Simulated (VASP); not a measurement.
# TiO2 (I4_1/amd) in VASP: a series of runs

TiO2 is run at these levels: PBE+U; tasks: single point.

Program: VASP 6.6.1. These are calculated values, not measurements. Logs are shortened: lines on timing, memory, paths and dates and some standing lists are left out, and cuts for length are marked.

**1. The cell of the first run**

It takes space group I4_1/amd (No. 141, tetragonal). Conventional cell: a = 3.945 Å, b = 3.945 Å, c = 10.299 Å, α = 90.00°, β = 90.00°, γ = 90.00°. Ti (site symmetry -4m2) has 6 O at 2.03 to 2.11 Å within 2.7 Å. O (site symmetry 2mm) has 3 Ti at 2.03 to 2.11 Å and 2 O at 2.57 Å within 2.7 Å.

**2. Single point, PBE+U**

File INCAR:

```
SYSTEM = TiO2
  PREC = Accurate
  ENCUT = 600
  EDIFF = 1E-6
  ISMEAR = 0
  SIGMA = 0.05
  LREAL = .False.
  LASPH = .True.
  NELM = 200
  ALGO = Normal
  ISIF = 2
  LWAVE = .False.
  LCHARG = .True.
  LMAXMIX = 4
  LDAU = .True.
  LDAUTYPE = 2
  LDAUL = 2 -1
  LDAUU = 4 0
  LDAUJ = 0 0
  LDAUPRINT = 1
  GGA = PE
  LELF = .True.
  LVHAR = .True.
  NBANDS = 33
  GGA_COMPAT = .False.
```

File KPOINTS:

```
Automatic mesh
0
Gamma
  8 8 8
  0 0 0
```

File POSCAR:

```
TiO2
1.0
   -1.9725000000      1.9725000000      5.1495500000
    1.9725000000     -1.9725000000      5.1495500000
    1.9725000000      1.9725000000     -5.1495500000
Ti O
2 4
Direct
    0.0000000000      0.0000000000      0.0000000000
    0.7500000000      0.2500000000      0.5000000000
    0.2052682436      0.2052682436      0.0000000000
    0.9552682436      0.4552682436      0.5000000000
    0.5447317564      0.0447317564      0.5000000000
    0.7947317564      0.7947317564      0.0000000000
```

Potentials or basis: VASP PAW PBE potentials, release 64 (Ti_sv, O).

Command:

```sh
> cat potpaw_PBE.64/Ti_sv/POTCAR potpaw_PBE.64/O/POTCAR > POTCAR
> mpirun -np 1 vasp_std > vasp.out
```

OUTCAR:

```text
SYSTEM = TiO2
   PREC = Accurate
   ENCUT = 600
   EDIFF = 1E-6
   ISMEAR = 0
   LREAL = .False.
   LASPH = .True.
   NELM = 200
   ISIF = 2
   GGA = PE

 ion  position               nearest neighbor table
   1  0.000  0.000  0.000-   5 2.03   4 2.03   5 2.03   4 2.03   3 2.11   6 2.11
   2  0.750  0.250  0.500-   6 2.03   3 2.03   6 2.03   3 2.03   4 2.11   5 2.11
   3  0.205  0.205  0.000-   2 2.03   2 2.03   1 2.11
   4  0.955  0.455  0.500-   1 2.03   1 2.03   2 2.11
   5  0.545  0.045  0.500-   1 2.03   1 2.03   2 2.11
   6  0.795  0.795  0.000-   2 2.03   2 2.03   1 2.11

  LATTYP: Found a body centered tetragonal cell.
 ALAT       =     3.9450000000
 C/A-ratio  =     2.6106717364

  Lattice vectors:

 A1 = (  -1.9725000000,   1.9725000000,   5.1495500000)
 A2 = (   1.9725000000,  -1.9725000000,   5.1495500000)
 A3 = (   1.9725000000,   1.9725000000,  -5.1495500000)

Analysis of symmetry for initial positions (statically):
=====================================================================
 Subroutine PRICEL returns:
 Original cell was already a primitive cell.

 Routine SETGRP: Setting up the symmetry group for a
 body centered tetragonal supercell.

 Subroutine GETGRP returns: Found 16 space group operations
 (whereof  8 operations were pure point group operations)
 out of a pool of 16 trial point group operations.

The static configuration has the point symmetry D_2d.
 The point group associated with its full space group is D_4h.

Analysis of symmetry for dynamics (positions and initial velocities):
=====================================================================
 Subroutine PRICEL returns:
 Original cell was already a primitive cell.

 Routine SETGRP: Setting up the symmetry group for a
 body centered tetragonal supercell.

 Subroutine GETGRP returns: Found 16 space group operations
 (whereof  8 operations were pure point group operations)
 out of a pool of 16 trial point group operations.

The dynamic configuration has the point symmetry D_2d.
[... 196 lines left out ...]

  0.1040 -0.0000  0.0000 -0.0000 -0.0000
 -0.0000  0.0908 -0.0000  0.0000 -0.0000
  0.0000 -0.0000  0.2195  0.0000  0.0000
 -0.0000  0.0000  0.0000  0.0908  0.0000
 -0.0000 -0.0000  0.0000  0.0000  0.2287

 occupancies and eigenvectors

  o =  0.0908  v =  0.0000 -0.9908 -0.0000  0.1353 -0.0000  0.0000  0.0000  0.0000  0.0000  0.0000      0.0000  0.0000  0.0000  0.0000  0.0000  0.0000  0.0000  0.0000  0.0000  0.0000
  o =  0.0908  v =  0.0000  0.0000  0.0000  0.0000  0.0000  0.0000 -0.9908 -0.0000  0.1353 -0.0000      0.0000  0.0000  0.0000  0.0000  0.0000  0.0000  0.0000  0.0000  0.0000  0.0000
  o =  0.0908  v =  0.0000  0.0000  0.0000  0.0000  0.0000  0.0000 -0.1353  0.0000 -0.9908 -0.0000      0.0000  0.0000  0.0000  0.0000  0.0000  0.0000  0.0000  0.0000  0.0000  0.0000
  o =  0.0908  v =  0.0000 -0.1353  0.0000 -0.9908 -0.0000  0.0000  0.0000  0.0000  0.0000  0.0000      0.0000  0.0000  0.0000  0.0000  0.0000  0.0000  0.0000  0.0000  0.0000  0.0000
  o =  0.1040  v =  0.0000  0.0000  0.0000  0.0000  0.0000  1.0000  0.0000  0.0000  0.0000  0.0000      0.0000  0.0000  0.0000  0.0000  0.0000  0.0000  0.0000  0.0000  0.0000  0.0000
  o =  0.1040  v =  1.0000  0.0000  0.0000  0.0000  0.0000  0.0000  0.0000  0.0000  0.0000  0.0000      0.0000  0.0000  0.0000  0.0000  0.0000  0.0000  0.0000  0.0000  0.0000  0.0000
  o =  0.2195  v =  0.0000  0.0000 -1.0000 -0.0000 -0.0000  0.0000  0.0000  0.0000  0.0000  0.0000      0.0000  0.0000  0.0000  0.0000  0.0000  0.0000  0.0000  0.0000  0.0000  0.0000
  o =  0.2195  v =  0.0000  0.0000  0.0000  0.0000  0.0000  0.0000  0.0000 -1.0000 -0.0000 -0.0000      0.0000  0.0000  0.0000  0.0000  0.0000  0.0000  0.0000  0.0000  0.0000  0.0000
  o =  0.2287  v =  0.0000  0.0000  0.0000  0.0000  0.0000  0.0000  0.0000  0.0000  0.0000 -1.0000      0.0000  0.0000  0.0000  0.0000  0.0000  0.0000  0.0000  0.0000  0.0000  0.0000
  o =  0.2287  v =  0.0000  0.0000  0.0000  0.0000 -1.0000  0.0000  0.0000  0.0000  0.0000  0.0000      0.0000  0.0000  0.0000  0.0000  0.0000  0.0000  0.0000  0.0000  0.0000  0.0000

 number of electron      48.0000001 magnetization

 Free energy of the ion-electron system (eV)
  ---------------------------------------------------
  ext. energy  EPLUGINS =         0.00000000
  ---------------------------------------------------
  free energy    TOTEN  =       -48.12128301 eV

  energy without entropy =      -48.12128301  energy(sigma->0) =      -48.12128301

 E-fermi :   2.6652     XC(G=0):  -9.9420

 val. band max:        2.2823462105   @ k =  -0.3750   0.3750   0.0000
 cond. band min:       4.6073671210   @ k =   0.0000   0.0000   0.0000
 fundamental gap:      2.3250209105
 Fermi energy:         2.6652267471

 k-point     1 :       0.0000    0.0000    0.0000
  band No.  band energies     occupation
      1     -55.8031      2.00000
      2     -55.7802      2.00000
      3     -32.0345      2.00000
      4     -31.8966      2.00000
      5     -31.8966      2.00000
      6     -31.8661      2.00000
[... 853 lines left out ...]
     32       7.5356      0.00000
     33       8.0995      0.00000

 [... further k-points ...]

------------------------ aborting loop because EDIFF is reached ----------------------------------------

  FORCE on cell =-STRESS in cart. coord.  units (eV):
  Direction    XX          YY          ZZ          XY          YZ          ZX
  --------------------------------------------------------------------------------------
  -------------------------------------------------------------------------------------
  Total       -7.2466399     -7.2466399     -9.3941606      0.0000000      0.0000000      0.0000000
  in kB     -144.8718386   -144.8718386   -187.8041870      0.0000000      0.0000000      0.0000000
  external PRESSURE =    -159.1826214 kB  Pullay stress =       0.0000000 kB

 VOLUME and BASIS-vectors are now :
 -----------------------------------------------------------------------------
  energy-cutoff  :      600.00
  volume of cell :       80.14
      direct lattice vectors                 reciprocal lattice vectors
    -1.972500000  1.972500000  5.149550000     0.000000000  0.253485425  0.097095863
     1.972500000 -1.972500000  5.149550000     0.253485425  0.000000000  0.097095863
     1.972500000  1.972500000 -5.149550000     0.253485425  0.253485425  0.000000000

 POSITION                                       TOTAL-FORCE (eV/Angst)
 -----------------------------------------------------------------------------------
      0.00000      0.00000      0.00000        -0.000000     -0.000000      0.000000
      0.00000      1.97250      2.57477        -0.000000     -0.000000      0.000000
      0.00000      0.00000      2.11408         0.000000     -0.000000     -0.517605
      0.00000      1.97250      4.68885        -0.000000      0.000000     -0.517605
      0.00000      1.97250      0.46070        -0.000000      0.000000      0.517605
      0.00000      0.00000      8.18502         0.000000     -0.000000      0.517605
 -----------------------------------------------------------------------------------
    total drift:                                0.000000      0.000000     -0.000000

  FREE ENERGIE OF THE ION-ELECTRON SYSTEM (eV)
  ---------------------------------------------------
  free  energy   TOTEN  =       -48.1212830067 eV

  energy  without entropy=      -48.1212830067  energy(sigma->0) =      -48.12128301
```

stdout:

```text
POSCAR found type information on POSCAR TiO
 POSCAR found :  2 types and       6 ions
 scaLAPACK will be used
 LDA part: xc-table for (Slater+PW92), standard interpolation
 POSCAR, INCAR and KPOINTS ok, starting setup
 FFT: planning ... GRIDC
 FFT: planning ... GRID_SOFT
 FFT: planning ... GRID
 WAVECAR not read
 entering main loop
```

It took 11 min on 1 thread of Intel Xeon 8259CL, shared host; peak memory 0.41 GiB.

Results:

| Quantity | Value |
| --- | --- |
| Free energy | -48.1213 eV |
| Pressure | -15.9 GPa |
| Largest force | 0.518 eV/Å |
| Band gap on the k mesh | 2.33 eV (least direct gap 2.59 eV) |

Forces in eV/Å, atoms in the order of the input:
```
Ti   0.000  0.000  0.000
Ti   0.000  0.000  0.000
O    0.000  0.000 -0.518
O    0.000  0.000 -0.518
O    0.000  0.000  0.518
O    0.000  0.000  0.518
```

Stress tensor (GPa, compression positive):
```
-14.49   0.00   0.00
  0.00 -14.49   0.00
  0.00   0.00 -18.78
```

Eigenvalues of the final occupation matrices:
```
    site  spin  trace               eigenvalues
site 1 d     1   0.73  0.09 0.09 0.10 0.22 0.23
site 1 d     2   0.73  0.09 0.09 0.10 0.22 0.23
site 2 d     1   0.73  0.09 0.09 0.10 0.22 0.23
site 2 d     2   0.73  0.09 0.09 0.10 0.22 0.23
```

Caveat: the cell stands under tension. A k mesh can miss the band edges.

**3. Single point, PBE+U**

This run uses another cell than the first one, of 10.43 Å³/atom.

File INCAR:

```
SYSTEM = TiO2
  ALGO = Normal
  EDIFF = 1E-6
  ENCUT = 520
  GGA = PE
  ISIF = 2
  ISMEAR = 0
  LASPH = .TRUE.
  LCHARG = .FALSE.
  LDAU = .TRUE.
  LDAUJ = 0 0
  LDAUL = 2 -1
  LDAUPRINT = 1
  LDAUTYPE = 2
  LDAUU = 4 0
  LMAXMIX = 4
  LREAL = .FALSE.
  LWAVE = .FALSE.
  NBANDS = 33
  NELM = 150
  PREC = Accurate
  SIGMA = 0.05
```

File KPOINTS:

```
k-points
0
G
  8 8 8
  0 0 0
```

Changes to POSCAR since step 2:

```diff
@@ -2,5 +2,5 @@
 1.0
-   -1.9725000000      1.9725000000      5.1495500000
-    1.9725000000     -1.9725000000      5.1495500000
-    1.9725000000      1.9725000000     -5.1495500000
+   -1.8134000000      1.8134000000      4.7584500000
+    1.8134000000     -1.8134000000      4.7584500000
+    1.8134000000      1.8134000000     -4.7584500000
 Ti O
```

Potentials or basis: VASP PAW PBE potentials, release 64 (Ti_sv, O).

Command:

```sh
> cat potpaw_PBE.64/Ti_sv/POTCAR potpaw_PBE.64/O/POTCAR > POTCAR
> mpirun -np 1 vasp_std > vasp.out
```

Run time: 5.7 min. Hardware: 1 thread of Intel Xeon 8259CL, shared host; peak memory 0.3 GiB.

The run converged. Its results:

* Free energy: -47.3535 eV
* Pressure: 40.5 GPa
* Largest force: 0.495 eV/Å
* Band gap on the k mesh: 3.09 eV (least direct gap 3.37 eV)

Forces on the atoms (eV/Å):
```
Ti   0.000  0.000  0.000
Ti   0.000  0.000  0.000
O    0.000  0.000  0.495
O    0.000  0.000  0.495
O    0.000  0.000 -0.495
O    0.000  0.000 -0.495
```

Stress tensor (GPa, compression positive):
```
43.60  0.00  0.00
 0.00 43.60  0.00
 0.00  0.00 34.20
```

Levels at points of the mesh, in eV from the valence-band top:
| k point | band 21 | band 22 | band 23 | band 24 | band 25 | band 26 | band 27 | band 28 |
| --- | --- | --- | --- | --- | --- | --- | --- | --- |
| (0.00, 0.00, 0.00) | -0.69 | -0.69 | -0.47 | -0.47 | 3.09 | 3.89 | 5.26 | 5.26 |
| (0.50, 0.00, 0.00) | -2.03 | -1.02 | -0.71 | -0.70 | 4.37 | 4.53 | 4.70 | 4.73 |
| (0.50, 0.50, 0.00) | -2.14 | -2.14 | -0.04 | -0.04 | 4.30 | 4.30 | 4.83 | 4.83 |
| (0.50, 0.50, 0.50) | -1.22 | -1.22 | -0.03 | -0.03 | 3.48 | 3.48 | 5.03 | 5.03 |

Eigenvalues of the final occupation matrices:
```csv
site,spin,trace,eigenvalues
site 1 d,1,0.89,0.12 0.12 0.12 0.26 0.29
site 1 d,2,0.89,0.12 0.12 0.12 0.26 0.29
site 2 d,1,0.89,0.12 0.12 0.12 0.26 0.29
site 2 d,2,0.89,0.12 0.12 0.12 0.26 0.29
```

Caveat: the cell stands under pressure. A k mesh can miss the band edges.
